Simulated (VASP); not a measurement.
# MgO (I4/mmm) in VASP: single point with r2SCAN

Aim: the single point of MgO with r2SCAN.

Everything below comes from runs of VASP 6.6.1. Logs are shortened: lines on timing, memory, paths and dates and some standing lists are left out, and cuts for length are marked.

## 1. The cell of the first run

It takes space group I4/mmm (No. 139, tetragonal). The conventional cell has a = 3.020 Å, b = 3.020 Å, c = 4.014 Å, α = 90.00°, β = 90.00°, γ = 90.00°. Mg (site symmetry 4/mmm) has 6 O at 2.01 to 2.14 Å within 2.7 Å. Within 2.7 Å of O (site symmetry 4/mmm) lie 6 Mg at 2.01 to 2.14 Å.

## 2. Single point, r2SCAN (strain -0.0600 x Voigt [1, 0, 0, 0, 0, 0])

The input, POSCAR:

```
MgO
1.0
    0.0000000000      2.1351500000      2.1351500000
    2.0070410000      0.0000000000      2.1351500000
    2.0070410000      2.1351500000      0.0000000000
Mg O
1 1
Direct
    0.0000000000      0.0000000000      0.0000000000
    0.5000000000      0.5000000000      0.5000000000
```

The input, INCAR.step1:

```
  PREC = Accurate
  ENCUT = 920
  ISMEAR = 0
  SIGMA = 0.05
  LREAL = F
  LASPH = T
  NELM = 120
  NBANDS = 15
  GGA = PE
  ALGO = Normal
  EDIFF = 1E-5
  LWAVE = T
  LCHARG = F
  GGA_COMPAT = F
```

The input, INCAR.step2:

```
  PREC = Accurate
  ENCUT = 920
  EDIFF = 1E-6
  ISMEAR = 0
  SIGMA = 0.05
  LREAL = F
  LASPH = T
  NELM = 120
  ALGO = Normal
  ISIF = 2
  LWAVE = F
  LCHARG = F
  METAGGA = R2SCAN
  LMIXTAU = T
  NBANDS = 15
  ISTART = 1
  GGA_COMPAT = F
```

The input, KPOINTS:

```
Automatic mesh
0
Gamma
  10 10 10
```

Potentials or basis: VASP PAW PBE potentials, release 64 (Mg_sv, O).

Command:

```console
$ cat potpaw_PBE.64/Mg_sv/POTCAR potpaw_PBE.64/O/POTCAR > POTCAR
$ cp INCAR.step1 INCAR
$ mpirun -np 1 vasp_std > vasp.out
$ cp INCAR.step2 INCAR
$ mpirun -np 1 vasp_std > vasp.out
```

OUTCAR:

```text
PREC = Accurate
   ENCUT = 920
   EDIFF = 1E-6
   ISMEAR = 0
   LREAL = F
   LASPH = T
   NELM = 120
   ISIF = 2
   METAGGA = R2SCAN
   ISTART = 1

 ion  position               nearest neighbor table
   1  0.000  0.000  0.000-   2 2.01   2 2.01
   2  0.500  0.500  0.500-   1 2.01   1 2.01

  LATTYP: Found a body centered tetragonal cell.
 ALAT       =     3.0195580877
 C/A-ratio  =     1.3293607486

  Lattice vectors:

 A1 = (  -2.0070410000,   0.0000000000,  -2.1351500000)
 A2 = (  -2.0070410000,   0.0000000000,   2.1351500000)
 A3 = (   2.0070410000,   2.1351500000,   0.0000000000)

Analysis of symmetry for initial positions (statically):
=====================================================================
 Subroutine PRICEL returns:
 Original cell was already a primitive cell.

 Routine SETGRP: Setting up the symmetry group for a
 body centered tetragonal supercell.

 Subroutine GETGRP returns: Found 16 space group operations
 (whereof 16 operations were pure point group operations)
 out of a pool of 16 trial point group operations.

The static configuration has the point symmetry D_4h.

Analysis of symmetry for dynamics (positions and initial velocities):
=====================================================================
 Subroutine PRICEL returns:
 Original cell was already a primitive cell.

 Routine SETGRP: Setting up the symmetry group for a
 body centered tetragonal supercell.

 Subroutine GETGRP returns: Found 16 space group operations
 (whereof 16 operations were pure point group operations)
 out of a pool of 16 trial point group operations.

The dynamic configuration has the point symmetry D_4h.

 Subroutine INISYM returns: Found 16 space group operations
 (whereof 16 operations are pure point group operations),
 and found     1 'primitive' translations

----------------------------------------------------------------------------------------

                                     Primitive cell

  volume of cell :      18.2997

  direct lattice vectors                    reciprocal lattice vectors
     0.000000000  2.135150000  2.135150000    -0.249122963  0.234175585  0.234175585
     2.007041000  0.000000000  2.135150000     0.249122963 -0.234175585  0.234175585
     2.007041000  2.135150000  0.000000000     0.249122963  0.234175585 -0.234175585

  length of vectors
     3.019558088  2.930371836  2.930371836     0.414413633  0.414413633  0.414413633

  position of ions in fractional coordinates (direct lattice)
     0.000000000  0.000000000  0.000000000
     0.500000000  0.500000000  0.500000000

  ion indices of the primitive-cell ions
   primitive index   ion index
                 1           1
                 2           2

----------------------------------------------------------------------------------------

 KPOINTS: Automatic mesh

Automatic generation of k-mesh.
 Grid dimensions read from file:
 generate k-points for:   10   10   10

 Generating k-lattice:

  Cartesian coordinates                     Fractional coordinates (reciprocal lattice)
    -0.024912296  0.023417558  0.023417558     0.100000000  0.000000000  0.000000000
     0.024912296 -0.023417558  0.023417558     0.000000000  0.100000000  0.000000000
     0.024912296  0.023417558 -0.023417558     0.000000000  0.000000000  0.100000000

  Length of vectors
     0.041441363  0.041441363  0.041441363

  Shift w.r.t. Gamma in fractional coordinates (k-lattice)
     0.000000000  0.000000000  0.000000000

 Subroutine IBZKPT returns following result:
 ===========================================

 Found    102 irreducible k-points:

 Following reciprocal coordinates:
            Coordinates               Weight
  0.000000  0.000000  0.000000      1.000000
  0.100000 -0.000000 -0.000000      8.000000
  0.200000 -0.000000 -0.000000      8.000000
  0.300000 -0.000000 -0.000000      8.000000
  0.400000  0.000000  0.000000      8.000000
  0.500000 -0.000000 -0.000000      4.000000
[... 16 lines left out ...]
  0.300000  0.300000  0.000000      4.000000
  0.400000  0.300000  0.000000     16.000000
 [... further k-points ...]
   k-points           NKPTS =    102   k-points in BZ     NKDIM =    102   number of bands    NBANDS=     15
   number of dos      NEDOS =    301   number of ions     NIONS =      2
   total plane-waves  NPLWV =  27000
   dimension x,y,z NGX =    30 NGY =   30 NGZ =   30
   dimension x,y,z NGXF=    60 NGYF=   60 NGZF=   60
   ions per type =               1   1
   NGX,Y,Z   is equivalent  to a cutoff of  16.52, 17.02, 17.02 a.u.
   NGXF,Y,Z  is equivalent  to a cutoff of  33.03, 34.04, 34.04 a.u.
 SYSTEM =  unknown system
   PREC   = accura    normal or accurate (medium, high low for compatibility)
   ISTART =      1    job   : 0-new  1-cont  2-samecut
   ICHARG =      0    charge: 1-file 2-atom 10-const
   ISPIN  =      1    spin polarized calculation?
   LNONCOLLINEAR =      F non collinear calculations
   LSORBIT =      F    spin-orbit coupling
   LASPH  =      T    aspherical Exc in radial PAW
   ENCUT  =  920.0 eV  67.62 Ry    8.22 a.u.   7.47  7.25  7.25*2*pi/ulx,y,z
   NELM   =    120;   NELMIN=  2; NELMDL=  0     # of ELM steps
   EDIFF  = 0.1E-05   stopping-criterion for ELM
   LREAL  =      F    real-space projection
   EDIFFG = 0.1E-04   stopping-criterion for IOM
   NSW    =      0    number of steps for IOM
   IBRION =     -1    ionic relax: 0-MD 1-quasi-New 2-CG
   NFREE  =      0    steps in history (QN), initial steepest desc. (CG)
   ISIF   =      2    stress and relaxation
   ISYM   =      2    0-nonsym 1-usesym 2-fastsym
   POTIM  = 0.5000    time-step for ionic-motion
   TEBEG  =    0.0;   TEEND  =   0.0 temperature during run
   PSTRESS=    0.0 pullay stress
   NELECT =      16.0000    total number of electrons
   NUPDOWN=      -1.0000    fix difference up-down
   EMIN   =  10.00;   EMAX   =-10.00  energy-range for DOS
   EFERMI =   0.00;   METHOD = LEGACY
   ISMEAR =     0;   SIGMA  =   0.05  broadening in eV -4-tet -1-fermi 0-gaus
   EFERMI_NEDOS =   21; number of points for ismear=-14 and -15
   IALGO  =     38    algorithm
   IMIX   =      4    mixing-type and parameters
     AMIX     =   0.40;   BMIX     =  1.00
     AMIX_MAG =   1.60;   BMIX_MAG =  1.00
  volume/ion in A,a.u.               =       9.15        61.75
  Fermi-wavevector in a.u.,A,eV,Ry     =   1.565431  2.958235 33.342069  2.450573
  Thomas-Fermi vector in A             =   2.667908
   LORBIT       =      0    0 simple, 1 ext, 2 COOP (PROOUT), +10 PAW based schemes
   METAGGA = R2SCAN    functional components
   LHFCALC =     F    Hartree Fock is set to
   AEXX    =    0.0000 exact exchange contribution
   IVDW    =     0    specifies the selected vdW correction
   LEPSILON=     F    determine dielectric tensor
   LRPA    =     F    only Hartree local field effects (RPA)
 non-spin polarized calculation
 Gauss-broadening in eV      SIGMA  =   0.05
  energy-cutoff  :      920.00
  volume of cell :       18.30
 maximum number of plane-waves:      1178
 NGX is ok and might be reduce to    30
   NGX = 15   NGY = 15   NGZ = 15

 number of electron      16.0000004 magnetization

 Free energy of the ion-electron system (eV)
  ---------------------------------------------------
  ext. energy  EPLUGINS =         0.00000000
  ---------------------------------------------------
  free energy    TOTEN  =       -16.11227834 eV

  energy without entropy =      -16.11227834  energy(sigma->0) =      -16.11227834

 E-fermi :   3.0051     XC(G=0): -12.1498

 val. band max:        2.6897497720   @ k =   0.0000   0.0000   0.0000
 cond. band min:       8.4692054633   @ k =   0.0000   0.0000   0.0000
 fundamental gap:      5.7794556913
 Fermi energy:         3.0051047456

 k-point     1 :       0.0000    0.0000    0.0000
  band No.  band energies     occupation
      1     -72.2250      2.00000
      2     -37.3227      2.00000
      3     -37.3227      2.00000
      4     -37.2850      2.00000
      5     -15.6533      2.00000
      6       2.5459      2.00000
      7       2.6897      2.00000
      8       2.6897      2.00000
      9       8.4692      0.00000
     10      19.4592      0.00000
     11      19.4592      0.00000
     12      20.1209      0.00000
     13      23.8532      0.00000
     14      24.6060      0.00000
     15      26.8122      0.00000

 k-point     2 :       0.1000   -0.0000   -0.0000
  band No.  band energies     occupation
      1     -72.2241      2.00000
      2     -37.3287      2.00000
      3     -37.3239      2.00000
      4     -37.2885      2.00000
      5     -15.5420      2.00000
      6       2.0015      2.00000
      7       2.5432      2.00000
      8       2.6045      2.00000
      9       9.0809      0.00000
     10      18.4008      0.00000
     11      19.7009      0.00000
     12      20.1738      0.00000
     13      24.0689      0.00000
     14      25.5346      0.00000
     15      26.0134      0.00000

 k-point     3 :       0.2000   -0.0000   -0.0000
  band No.  band energies     occupation
      1     -72.2218      2.00000
      2     -37.3476      2.00000
      3     -37.3272      2.00000
      4     -37.2944      2.00000
      5     -15.2372      2.00000
      6       0.6775      2.00000
      7       2.3823      2.00000
      8       2.3896      2.00000
      9      10.2905      0.00000
     10      16.8914      0.00000
     11      20.1152      0.00000
     12      20.8157      0.00000
     13      23.6621      0.00000
     14      24.9602      0.00000
     15      26.9839      0.00000
[... 343 lines left out ...]
 k-point    23 :       0.3000    0.3000    0.0000
  band No.  band energies     occupation
      1     -72.2176      2.00000
      2     -37.3745      2.00000
      3     -37.3368      2.00000
      4     -37.3067      2.00000
      5     -14.6907      2.00000
      6      -0.5536      2.00000
      7       1.5848      2.00000
      8       1.8938      2.00000
      9      12.7290      0.00000
     10      14.2884      0.00000
     11      18.2595      0.00000
     12      22.0533      0.00000
     13      22.6716      0.00000
     14      28.6882      0.00000
     15      31.9007      0.00000

 k-point    24 :       0.4000    0.3000    0.0000
  band No.  band energies     occupation
      1     -72.2158      2.00000
      2     -37.3846      2.00000
      3     -37.3412      2.00000
      4     -37.3121      2.00000
      5     -14.4467      2.00000
      6      -1.0050      2.00000
      7       1.2847      2.00000
      8       1.6689      2.00000
      9      13.4983      0.00000
     10      14.0818      0.00000
     11      17.4527      0.00000
     12      22.3780      0.00000
     13      23.2298      0.00000
     14      29.3497      0.00000
     15      31.4576      0.00000

 [... further k-points ...]

------------------------ aborting loop because EDIFF is reached ----------------------------------------

  FORCE on cell =-STRESS in cart. coord.  units (eV):
  Direction    XX          YY          ZZ          XY          YZ          ZX
  --------------------------------------------------------------------------------------
  -------------------------------------------------------------------------------------
  Total        1.7950737     -0.1224339     -0.1224339      0.0000000      0.0000000      0.0000000
  in kB      157.1628337    -10.7193666    -10.7193666      0.0000000      0.0000000      0.0000000
  external PRESSURE =      45.2413669 kB  Pullay stress =       0.0000000 kB

 VOLUME and BASIS-vectors are now :
 -----------------------------------------------------------------------------
  energy-cutoff  :      920.00
  volume of cell :       18.30
      direct lattice vectors                 reciprocal lattice vectors
     0.000000000  2.135150000  2.135150000    -0.249122963  0.234175585  0.234175585
     2.007041000  0.000000000  2.135150000     0.249122963 -0.234175585  0.234175585
     2.007041000  2.135150000  0.000000000     0.249122963  0.234175585 -0.234175585

 POSITION                                       TOTAL-FORCE (eV/Angst)
 -----------------------------------------------------------------------------------
      0.00000      0.00000      0.00000         0.000000     -0.000000      0.000000
      2.00704      2.13515      2.13515         0.000000      0.000000     -0.000000
 -----------------------------------------------------------------------------------
    total drift:                                0.000000      0.000000      0.000000

  FREE ENERGIE OF THE ION-ELECTRON SYSTEM (eV)
  ---------------------------------------------------
  free  energy   TOTEN  =       -16.1122783355 eV

  energy  without entropy=      -16.1122783355  energy(sigma->0) =      -16.11227834
```

Run time: 1.8 min. Hardware: 1 thread of Intel Xeon 6975P-C (Granite Rapids), shared host; peak memory 0.21 GiB.

What came out:

```yaml
Free_energy: -16.1123 eV
Pressure: 4.5 GPa
Band_gap_on_the_k_mesh: 5.78 eV
```

Stress tensor (GPa, compression positive):
```
15.72  0.00  0.00
 0.00 -1.07  0.00
 0.00  0.00 -1.07
```

Levels at points of the mesh, in eV from the valence-band top:
```
           k point  band 4  band 5  band 6  band 7  band 8  band 9  band 10  band 11  band 12  band 13
(0.00, 0.00, 0.00)  -39.97  -18.34   -0.14    0.00    0.00    5.78    16.77    16.77    17.43    21.16
(0.50, 0.00, 0.00)  -39.99  -17.01   -4.73   -0.82   -0.69    8.90    14.01    16.99    18.55    22.73
(0.50, 0.50, 0.00)  -40.01  -16.86   -4.28   -1.53   -1.15   10.30    11.39    14.22    20.39    21.63
(0.00, 0.50, 0.50)  -40.05  -16.70   -4.03   -1.62   -1.62    9.59    11.34    15.06    20.28    20.28
```

Caveat: the cell differs from its parent crystal (strain -0.0600 x Voigt [1, 0, 0, 0, 0, 0]); the stress differs along the axes, from -1 to 16 GPa; the PAW data sets were made with another functional, which shifts forces and pressure a little.
